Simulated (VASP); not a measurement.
# Pb (Im-3m) in VASP: settings compared

The runs below take Pb through relaxation of cell and atoms, single point, with PBE+D3(BJ), HSE06, PBE0, PBE.

All numbers are computed with VASP 6.6.1; they aren't measurements. Logs are shortened: lines on timing, memory, paths and dates and some standing lists are left out, and cuts for length are marked.

## Step 1: The cell of the first run

Symmetry: Im-3m, No. 229, cubic system. Conventional cell: a = 3.959 Å, b = 3.959 Å, c = 3.959 Å, α = 90.00°, β = 90.00°, γ = 90.00°. Pb (site symmetry m-3m) has 14 Pb at 3.43 to 3.96 Å within 4.5 Å.

## Step 2: Relaxation of cell and atoms, PBE+D3(BJ)

Input file INCAR:

```
PREC = Accurate
ENCUT = 600
EDIFF = 1E-6
ISMEAR = -1
SIGMA = 0.05
LREAL = False
LASPH = True
NELM = 80
ALGO = Normal
ISIF = 3
LWAVE = False
LCHARG = False
GGA = PE
IVDW = 12
IBRION = 2
NSW = 60
EDIFFG = -0.01
```

Input file KPOINTS:

```
Automatic mesh
0
Gamma
  9 9 9
```

Input file POSCAR:

```
Pb
1.0
   -1.9796595667      1.9796595667      1.9796595667
    1.9796595667     -1.9796595667      1.9796595667
    1.9796595667      1.9796595667     -1.9796595667
Pb
1
Direct
    0.0000000000      0.0000000000      0.0000000000
```

Potentials or basis: VASP PAW PBE potentials, release 64 (Pb_d).

Command:

```sh
cat potpaw_PBE.64/Pb_d/POTCAR > POTCAR
mpirun -np 1 vasp_std > vasp.out
```

OUTCAR:

```text
PREC = Accurate
   ENCUT = 600
   EDIFF = 1E-6
   ISMEAR = -1
   LREAL = False
   LASPH = True
   NELM = 80
   ISIF = 3
   GGA = PE
   IVDW = 12
   IBRION = 2
   NSW = 60
   EDIFFG = -0.01
 IVDW          = 12

 ion  position               nearest neighbor table
   1  0.000  0.000  0.000-

  LATTYP: Found a body centered cubic cell.
 ALAT       =     3.9593191334

  Lattice vectors:

 A1 = (  -1.9796595667,   1.9796595667,   1.9796595667)
 A2 = (   1.9796595667,  -1.9796595667,   1.9796595667)
 A3 = (   1.9796595667,   1.9796595667,  -1.9796595667)

Analysis of symmetry for initial positions (statically):
=====================================================================
 Subroutine PRICEL returns:
 Original cell was already a primitive cell.

 Routine SETGRP: Setting up the symmetry group for a
 body centered cubic supercell.

 Subroutine GETGRP returns: Found 48 space group operations
 (whereof 48 operations were pure point group operations)
 out of a pool of 48 trial point group operations.

The static configuration has the point symmetry O_h .

Analysis of symmetry for dynamics (positions and initial velocities):
=====================================================================
 Subroutine PRICEL returns:
 Original cell was already a primitive cell.

 Routine SETGRP: Setting up the symmetry group for a
 body centered cubic supercell.

 Subroutine GETGRP returns: Found 48 space group operations
 (whereof 48 operations were pure point group operations)
 out of a pool of 48 trial point group operations.

The dynamic configuration has the point symmetry O_h .

 Subroutine INISYM returns: Found 48 space group operations
 (whereof 48 operations are pure point group operations),
 and found     1 'primitive' translations

----------------------------------------------------------------------------------------

                                     Primitive cell

  volume of cell :      31.0336

  direct lattice vectors                    reciprocal lattice vectors
    -1.979659567  1.979659567  1.979659567     0.000000000  0.252568678  0.252568678
     1.979659567 -1.979659567  1.979659567     0.252568678  0.000000000  0.252568678
     1.979659567  1.979659567 -1.979659567     0.252568678  0.252568678  0.000000000

  length of vectors
     3.428870951  3.428870951  3.428870951     0.357186050  0.357186050  0.357186050

  position of ions in fractional coordinates (direct lattice)
     0.000000000  0.000000000  0.000000000

  ion indices of the primitive-cell ions
   primitive index   ion index
                 1           1

----------------------------------------------------------------------------------------

 KPOINTS: Automatic mesh

Automatic generation of k-mesh.
 Grid dimensions read from file:
 generate k-points for:    9    9    9

 Generating k-lattice:

  Cartesian coordinates                     Fractional coordinates (reciprocal lattice)
     0.000000000  0.028063186  0.028063186     0.111111111  0.000000000  0.000000000
     0.028063186  0.000000000  0.028063186     0.000000000  0.111111111  0.000000000
     0.028063186  0.028063186  0.000000000     0.000000000  0.000000000  0.111111111

  Length of vectors
     0.039687339  0.039687339  0.039687339

  Shift w.r.t. Gamma in fractional coordinates (k-lattice)
     0.000000000  0.000000000  0.000000000

 Subroutine IBZKPT returns following result:
 ===========================================

 Found     35 irreducible k-points:

 Following reciprocal coordinates:
            Coordinates               Weight
  0.000000  0.000000  0.000000      1.000000
  0.111111  0.000000  0.000000     12.000000
  0.222222  0.000000  0.000000     12.000000
  0.333333  0.000000  0.000000     12.000000
  0.444444  0.000000  0.000000     12.000000
  0.111111  0.111111  0.000000     24.000000
[... 16 lines left out ...]
 -0.333333  0.444444  0.111111     48.000000
 -0.444444 -0.444444  0.111111     24.000000
 [... further k-points ...]
   k-points           NKPTS =     35   k-points in BZ     NKDIM =     35   number of bands    NBANDS=     11
   number of dos      NEDOS =    301   number of ions     NIONS =      1
   total plane-waves  NPLWV =  21952
   dimension x,y,z NGX =    28 NGY =   28 NGZ =   28
   dimension x,y,z NGXF=    56 NGYF=   56 NGZF=   56
   ions per type =               1
   NGX,Y,Z   is equivalent  to a cutoff of  13.58, 13.58, 13.58 a.u.
   NGXF,Y,Z  is equivalent  to a cutoff of  27.15, 27.15, 27.15 a.u.
 SYSTEM =  unknown system
   PREC   = accura    normal or accurate (medium, high low for compatibility)
   ISTART =      0    job   : 0-new  1-cont  2-samecut
   ICHARG =      2    charge: 1-file 2-atom 10-const
   ISPIN  =      1    spin polarized calculation?
   LNONCOLLINEAR =      F non collinear calculations
   LSORBIT =      F    spin-orbit coupling
   LASPH  =      T    aspherical Exc in radial PAW
   ENCUT  =  600.0 eV  44.10 Ry    6.64 a.u.   6.85  6.85  6.85*2*pi/ulx,y,z
   NELM   =     80;   NELMIN=  2; NELMDL= -5     # of ELM steps
   EDIFF  = 0.1E-05   stopping-criterion for ELM
   LREAL  =      F    real-space projection
   EDIFFG = -.1E-01   stopping-criterion for IOM
   NSW    =     60    number of steps for IOM
   IBRION =      2    ionic relax: 0-MD 1-quasi-New 2-CG
   NFREE  =      1    steps in history (QN), initial steepest desc. (CG)
   ISIF   =      3    stress and relaxation
   ISYM   =      2    0-nonsym 1-usesym 2-fastsym
   POTIM  = 0.5000    time-step for ionic-motion
   TEBEG  =    0.0;   TEEND  =   0.0 temperature during run
   PSTRESS=    0.0 pullay stress
   NELECT =      14.0000    total number of electrons
   NUPDOWN=      -1.0000    fix difference up-down
   EMIN   =  10.00;   EMAX   =-10.00  energy-range for DOS
   EFERMI =   0.00;   METHOD = LEGACY
   ISMEAR =    -1;   SIGMA  =   0.05  broadening in eV -4-tet -1-fermi 0-gaus
   EFERMI_NEDOS =   21; number of points for ismear=-14 and -15
   IALGO  =     38    algorithm
   IMIX   =      4    mixing-type and parameters
     AMIX     =   0.40;   BMIX     =  1.00
     AMIX_MAG =   1.60;   BMIX_MAG =  1.00
  volume/ion in A,a.u.               =      31.03       209.42
  Fermi-wavevector in a.u.,A,eV,Ry     =   1.255568  2.372680 21.448927  1.576452
  Thomas-Fermi vector in A             =   2.389319
   LORBIT       =      0    0 simple, 1 ext, 2 COOP (PROOUT), +10 PAW based schemes
   GGA     = PE    functional components
   LHFCALC =     F    Hartree Fock is set to
   AEXX    =    0.0000 exact exchange contribution
   IVDW    =    12    specifies the selected vdW correction
   LEPSILON=     F    determine dielectric tensor
   LRPA    =     F    only Hartree local field effects (RPA)
 conjugate gradient relaxation of ions
 non-spin polarized calculation
  energy-cutoff  :      600.00
  volume of cell :       31.03
 maximum number of plane-waves:      1055
   NGX = 13   NGY = 13   NGZ = 13

--------------------------------------- Ionic step        1  -------------------------------------------

 number of electron      14.0000002 magnetization

 Free energy of the ion-electron system (eV)
  ---------------------------------------------------
  ext. energy  EPLUGINS =         0.00000000
  ---------------------------------------------------
  free energy    TOTEN  =        -3.50441980 eV

  energy without entropy =       -3.49890194  energy(sigma->0) =       -3.50166087

------------------------ aborting loop because EDIFF is reached ----------------------------------------

 Edisp (eV)   -0.39981

 E8    (eV) :    -0.2025

  FORCE on cell =-STRESS in cart. coord.  units (eV):
  Direction    XX          YY          ZZ          XY          YZ          ZX
  --------------------------------------------------------------------------------------
  -------------------------------------------------------------------------------------
  Total      -0.24652    -0.24652    -0.24652     0.00000     0.00000    -0.00000
  in kB     -12.72740   -12.72740   -12.72740     0.00000     0.00000    -0.00000
  external pressure =      -12.73 kB  Pullay stress =        0.00 kB

 VOLUME and BASIS-vectors are now :
 -----------------------------------------------------------------------------
  energy-cutoff  :      600.00
  volume of cell :       31.03
      direct lattice vectors                 reciprocal lattice vectors
    -1.979659567  1.979659567  1.979659567     0.000000000  0.252568678  0.252568678
     1.979659567 -1.979659567  1.979659567     0.252568678  0.000000000  0.252568678
     1.979659567  1.979659567 -1.979659567     0.252568678  0.252568678  0.000000000
[... 40 lines left out ...]
 POSITION                                       TOTAL-FORCE (eV/Angst)
 -----------------------------------------------------------------------------------
      1.95612      1.95612      1.95612         0.000000      0.000000     -0.000000
 -----------------------------------------------------------------------------------
    total drift:                                0.000000      0.000000      0.000000

  FREE ENERGIE OF THE ION-ELECTRON SYSTEM (eV)
  ---------------------------------------------------
  free  energy   TOTEN  =        -3.9079400964 eV

  energy  without entropy=       -3.9036904222  energy(sigma->0) =       -3.90581526

--------------------------------------- Ionic step        3  -------------------------------------------

 number of electron      14.0000004 magnetization

 Free energy of the ion-electron system (eV)
  ---------------------------------------------------
  ext. energy  EPLUGINS =         0.00000000
  ---------------------------------------------------
  free energy    TOTEN  =        -3.49579316 eV

  energy without entropy =       -3.49141065  energy(sigma->0) =       -3.49360190

 E-fermi :   7.4106     XC(G=0): -10.2266

 val. band max:        7.2797170264   @ k =   0.3333   0.2222   0.0000
 cond. band min:       7.5285966812   @ k =   0.2222   0.2222   0.1111
 fundamental gap:      0.2488796547
 Fermi energy:         7.4106052459

 k-point     1 :       0.0000    0.0000    0.0000
  band No.  band energies     occupation
      1      -9.7868      2.00000
      2      -9.7868      2.00000
      3      -9.7868      2.00000
      4      -9.5419      2.00000
      5      -9.5419      2.00000
      6      -4.4482      2.00000
      7      15.0693      0.00000
      8      15.0693      0.00000
      9      15.0693      0.00000
     10      18.4859      0.00000
     11      18.4859      0.00000

 k-point     2 :       0.1111    0.0000    0.0000
  band No.  band energies     occupation
      1      -9.7970      2.00000
      2      -9.7749      2.00000
      3      -9.7425      2.00000
      4      -9.5530      2.00000
      5      -9.5428      2.00000
      6      -4.1948      2.00000
      7      12.8121      0.00000
      8      14.2724      0.00000
      9      14.7203      0.00000
     10      17.2814      0.00000
     11      17.9513      0.00000
[... 295 lines left out ...]
 k-point    24 :      -0.4444   -0.4444    0.1111
  band No.  band energies     occupation
      1      -9.7854      2.00000
      2      -9.7302      2.00000
      3      -9.6260      2.00000
      4      -9.5613      2.00000
      5      -9.4179      2.00000
      6      -0.0379      2.00000
      7       4.0698      2.00000
      8       8.0500      0.00001
      9      12.0013      0.00000
     10      16.2797      0.00000
     11      17.7078      0.00000

 [... further k-points ...]

------------------------ aborting loop because EDIFF is reached ----------------------------------------

 Edisp (eV)   -0.41228

 E8    (eV) :    -0.2088

  FORCE on cell =-STRESS in cart. coord.  units (eV):
  Direction    XX          YY          ZZ          XY          YZ          ZX
  --------------------------------------------------------------------------------------
  -------------------------------------------------------------------------------------
  Total       0.00178     0.00178     0.00178     0.00000    -0.00000     0.00000
  in kB       0.09494     0.09494     0.09494     0.00000    -0.00000     0.00000
  external pressure =        0.09 kB  Pullay stress =        0.00 kB

 VOLUME and BASIS-vectors are now :
 -----------------------------------------------------------------------------
  energy-cutoff  :      600.00
  volume of cell :       30.10
      direct lattice vectors                 reciprocal lattice vectors
    -1.959687902  1.959687902  1.959687902     0.000000000  0.255142668  0.255142668
     1.959687902 -1.959687902  1.959687902     0.255142668  0.000000000  0.255142668
     1.959687902  1.959687902 -1.959687902     0.255142668  0.255142668  0.000000000

 POSITION                                       TOTAL-FORCE (eV/Angst)
 -----------------------------------------------------------------------------------
      0.00000      0.00000      0.00000         0.000000      0.000000      0.000000
 -----------------------------------------------------------------------------------
    total drift:                               -0.000000     -0.000000     -0.000000

  FREE ENERGIE OF THE ION-ELECTRON SYSTEM (eV)
  ---------------------------------------------------
  free  energy   TOTEN  =        -3.9080708008 eV

  energy  without entropy=       -3.9036882904  energy(sigma->0) =       -3.90587955

 reached required accuracy - stopping structural energy minimisation
```

It took 42 s on 1 thread of Intel Xeon 8259CL, shared host; peak memory 0.18 GiB.

What came out:

- Free energy: -3.9081 eV
- Relaxed volume: 30.10 Å³/atom
- Relaxed cell: a = 3.394 Å, b = 3.394 Å, c = 3.394 Å, α = 109.47°, β = 109.47°, γ = 109.47°
- Space group after relaxing (to 0.05 Å): Im-3m (No. 229)
- Energy gained by relaxing: 3.8 meV/atom
- Ionic steps: 3
- Pressure after relaxing: 0.0 GPa
- Band gap on the k mesh: zero (band 7 reaches 15.07 eV, above the bottom of band 8 at 5.28 eV)
- Dispersion energy per atom: -0.412 eV

The path:
| step | energy change (eV) | largest force (eV/Å) | pressure (GPa) | volume (Å³) |
| --- | --- | --- | --- | --- |
| 1 | 0.0000 | 0.0000 | -1.27 | 31.03 |
| 2 | -0.0037 | 0.0000 | 0.26 | 29.94 |
| 3 | -0.0038 | 0.0000 | 0.01 | 30.10 |

Final structure:
```
Pb
1.0
    -1.95969    1.95969    1.95969
     1.95969   -1.95969    1.95969
     1.95969    1.95969   -1.95969
Pb
1
Direct
  0.00000 0.00000 0.00000
```

Caveat: spin-orbit coupling is left out, which moves the levels of the heavy elements; pairwise dispersion overbinds metals, which lowers pressure and volume.

[end of part 1 of 2]
